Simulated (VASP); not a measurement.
# Ni (Fm-3m) in VASP: further runs, part 2 of 2

VASP 6.6.1. Earlier steps stand in the parts before.

**4. Single point, PBE, collinear spin, ferromagnetic start**

File INCAR:

```
PREC = Accurate
ENCUT = 520
EDIFF = 1E-6
ISMEAR = -1
SIGMA = 0.05
LREAL = F
LASPH = T
NELM = 150
ALGO = Normal
ISIF = 2
LWAVE = F
LCHARG = F
ISPIN = 2
MAGMOM = 1.5
LORBIT = 11
LMAXMIX = 4
GGA = PE
NBANDS = 15
```

File KPOINTS:

```
regular mesh
0
Gamma
  18 18 18
```

File POSCAR:

```
Ni
1.0
    0.0000000000      1.7679500000      1.7679500000
    1.7679500000      0.0000000000      1.7679500000
    1.7679500000      1.7679500000      0.0000000000
Ni
1
Direct
    0.0000000000      0.0000000000      0.0000000000
```

Potentials or basis: VASP PAW PBE potentials, release 64 (Ni).

Run with:

```sh
> cat potpaw_PBE.64/Ni/POTCAR > POTCAR
> mpirun -np 1 vasp_std > vasp.out
```

OUTCAR:

```text
PREC = Accurate
   ENCUT = 520
   EDIFF = 1E-6
   ISMEAR = -1
   LREAL = F
   LASPH = T
   NELM = 150
   ISIF = 2
   ISPIN = 2
   LORBIT = 11
   GGA = PE

 ion  position               nearest neighbor table
   1  0.000  0.000  0.000-

  LATTYP: Found a face centered cubic cell.
 ALAT       =     3.5359000000

  Lattice vectors:

 A1 = (   0.0000000000,   1.7679500000,   1.7679500000)
 A2 = (   1.7679500000,   0.0000000000,   1.7679500000)
 A3 = (   1.7679500000,   1.7679500000,   0.0000000000)

Analysis of symmetry for initial positions (statically):
=====================================================================
 Subroutine PRICEL returns:
 Original cell was already a primitive cell.

 Routine SETGRP: Setting up the symmetry group for a
 face centered cubic supercell.

 Subroutine GETGRP returns: Found 48 space group operations
 (whereof 48 operations were pure point group operations)
 out of a pool of 48 trial point group operations.

The static configuration has the point symmetry O_h .

Analysis of symmetry for dynamics (positions and initial velocities):
=====================================================================
 Subroutine PRICEL returns:
 Original cell was already a primitive cell.
[... 621 lines left out ...]
      8      36.4660      0.00000
      9      36.4660      0.00000
     10      36.4660      0.00000
     11      39.4711      0.00000
     12      39.4711      0.00000
     13      39.4711      0.00000
     14      42.2496      0.00000
[... 403 lines left out ...]
      4       7.7306      1.00000
      5       8.4526      1.00000
      6       8.7718      0.99953
      7      24.0865      0.00000
      8      30.9947      0.00000
      9      34.3694      0.00000
     10      36.4128      0.00000
     11      38.7609      0.00000
     12      39.0452      0.00000
     13      43.3762      0.00000
     14      44.4024      0.00000
     15      47.4013      0.00000

 [... further k-points ...]
[... 5 lines left out ...]
  --------------------------------------------------------------------------------------
  -------------------------------------------------------------------------------------
  Total       -0.2016738     -0.2016738     -0.2016738      0.0000000      0.0000000     -0.0000000
  in kB      -29.2361458    -29.2361458    -29.2361458      0.0000000      0.0000000     -0.0000000
  external PRESSURE =     -29.2361458 kB  Pullay stress =       0.0000000 kB

 VOLUME and BASIS-vectors are now :
 -----------------------------------------------------------------------------
  energy-cutoff  :      520.00
  volume of cell :       11.05
      direct lattice vectors                 reciprocal lattice vectors
     0.000000000  1.767950000  1.767950000    -0.282813428  0.282813428  0.282813428
     1.767950000  0.000000000  1.767950000     0.282813428 -0.282813428  0.282813428
     1.767950000  1.767950000  0.000000000     0.282813428  0.282813428 -0.282813428

 POSITION                                       TOTAL-FORCE (eV/Angst)
 -----------------------------------------------------------------------------------
      0.00000      0.00000      0.00000         0.000000      0.000000      0.000000
 -----------------------------------------------------------------------------------
    total drift:                                0.000000      0.000000      0.000000

  FREE ENERGIE OF THE ION-ELECTRON SYSTEM (eV)
  ---------------------------------------------------
  free  energy   TOTEN  =        -5.4770874512 eV

  energy  without entropy=       -5.4632112112  energy(sigma->0) =       -5.47014933

 total charge

# of ion       s       p       d       tot
------------------------------------------
    1        0.491   0.484   8.308   9.282

 magnetization (x)

# of ion       s       p       d       tot
------------------------------------------
    1       -0.007  -0.024   0.662   0.631
```

Wall time 29 s (1 thread of Intel Xeon 6975P-C (Granite Rapids), shared host); peak memory 0.16 GiB.

Results:

```yaml
Free_energy: -5.4771 eV
Pressure: -2.9 GPa
Net_moment: 0.62 μB per cell
Site_moments: Ni +0.63 μB
Valence_electrons_inside_the_program's_atomic_spheres: Ni 9.28
```

Levels at points of the mesh, in eV from the Fermi level:
Spin up:
```
           k point  band 3  band 4  band 5  band 6  band 7  band 8
(0.00, 0.00, 0.00)   -2.39   -2.39   -1.23   -1.23   23.59   27.33
(0.50, 0.00, 0.00)   -2.37   -0.60   -0.60   -0.26    5.56   22.09
(0.50, 0.50, 0.00)   -0.54   -0.48   -0.48    2.44    9.08   14.68
```
Spin down:
```
           k point  band 1  band 2  band 3  band 4  band 5  band 6  band 7  band 8  band 9  band 10
(0.00, 0.00, 0.00)   -8.94   -1.64   -1.64   -1.64   -0.66   -0.66   23.43   27.31   27.31    27.31
(0.50, 0.00, 0.00)   -4.32   -1.76   -1.76   -0.32    0.15    0.15    5.97   21.94   24.49    24.49
(0.50, 0.50, 0.00)   -4.21   -3.50    0.06    0.38    0.38    2.40    9.32   14.69   14.69    19.69
```

**5. Single point, PBE, non-collinear spin, typed start, spin-orbit coupling**

File INCAR:

```
SYSTEM = Ni
PREC = Accurate ; ENCUT = 520
EDIFF = 1E-6 ; ISMEAR = -1
SIGMA = 0.05 ; LREAL = .False.
LASPH = .True. ; NELM = 150
ALGO = Normal ; ISIF = 2
LWAVE = .False. ; LCHARG = .True.
MAGMOM = 0 0 1.5 ; LORBIT = 11
LSORBIT = .True. ; GGA_COMPAT = .False.
LORBMOM = .True. ; LMAXMIX = 4
GGA = PE ; LVHAR = .True.
NBANDS = 21
```

File KPOINTS:

```
Automatic mesh
0
Gamma
  18 18 18
  0 0 0
```

POSCAR is that of step 4.

Run with:

```sh
> cat potpaw_PBE.64/Ni/POTCAR > POTCAR
> mpirun -np 1 vasp_ncl > vasp.out
```

Wall time 6.7 min (1 thread of Intel Xeon 6975P-C (Granite Rapids), shared host); peak memory 0.37 GiB.

Results (log left out):

```yaml
Free_energy: -5.4866 eV
Pressure: -2.8 GPa
Net_moment: 0.61 μB per cell
Valence_electrons_inside_the_program's_atomic_spheres: Ni 9.28
```

Moments on the atoms (μB; x, y, z):
```
Ni  0.00 0.00 0.63
```

**6. Overview**

| level | potentials or basis | spin | gap on the mesh (eV) | pressure (GPa) | moment (μB) |
| --- | --- | --- | --- | --- | --- |
| LDA | VASP PAW LDA potentials, release 64 (Ni) | collinear, ferromagnetic start | none | -19.3 | 0.60 |
| PBEsol | VASP PAW PBE potentials, release 64 (Ni) | collinear, ferromagnetic start | none | -12.3 | 0.62 |
| PBE | VASP PAW PBE potentials, release 64 (Ni) | collinear, ferromagnetic start | none | -2.9 | 0.62 |
| PBE | VASP PAW PBE potentials, release 64 (Ni) | non-collinear, typed start, SOC | - | -2.8 | 0.61 |

Alike in all rows: task single point; cell as given; k mesh 18 × 18 × 18; cutoff (eV) 520; smearing fermi-dirac 0.05 eV.

Caveats: the PAW data sets were made with another functional, which shifts forces and pressure a little (some runs).

Total energies depend on the potentials used, so only differences within one code and one set of settings carry meaning.
